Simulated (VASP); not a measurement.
A run of VASP 6.6.1 is set up as follows.

POSCAR

```
SnO2
1.0
    1.5524093522      0.8962839574      4.8005925840
   -1.5524093522      0.8962839574      4.8005925840
    0.0000000000     -1.7925679148      4.8005925840
Sn O
1 2
Direct
    0.5000000000      0.5000000000      0.5000000000
    0.2371700000      0.2371700000      0.2371700000
    0.7628300000      0.7628300000      0.7628300000
```

INCAR.step1

```
ALGO = Normal
EDIFF = 1E-4
ENCUT = 520
GGA = PE
ISMEAR = 0
LASPH = True
LCHARG = False
LREAL = False
LWAVE = True
NBANDS = 20
NELM = 80
PREC = Accurate
SIGMA = 0.05
```

The input INCAR.step2:

```
ALGO = Normal
EDIFF = 1E-7
ENCUT = 520
ISIF = 2
ISMEAR = 0
ISTART = 1
LASPH = True
LCHARG = False
LMIXTAU = True
LREAL = False
LWAVE = False
METAGGA = R2SCAN
NBANDS = 20
NELM = 80
PREC = Accurate
SIGMA = 0.05
```

File KPOINTS:

```
k-points
0
Gamma
  12 12 12
```

Potentials or basis: VASP PAW PBE potentials, release 64 (Sn_d, O).

Launch:

```sh
$ cat potpaw_PBE.64/Sn_d/POTCAR potpaw_PBE.64/O/POTCAR > POTCAR
$ cp INCAR.step1 INCAR
$ mpirun -np 1 vasp_std > vasp.out
$ cp INCAR.step2 INCAR
$ mpirun -np 1 vasp_std > vasp.out
```

Question: Predict the pressure.

Answer: 10.9 GPa.

Question: What does it give for the largest force?

Answer: 0.351 eV/Å.

Question: What does it give for the band gap on the k mesh?

Answer: 3.33 eV (least direct gap 3.57 eV).

Stress tensor (GPa, compression positive):
```
15.48  0.00  0.00
 0.00 15.48  0.00
 0.00  0.00  1.76
```

Caveat: the cell differs from its parent crystal (strain -0.040 along x and y, +0.000 along z); the cell stands under pressure; the PAW data sets were made with another functional, which shifts forces and pressure a little; spin-orbit coupling is left out, which moves the levels of the heavy elements. A k mesh can miss the band edges.
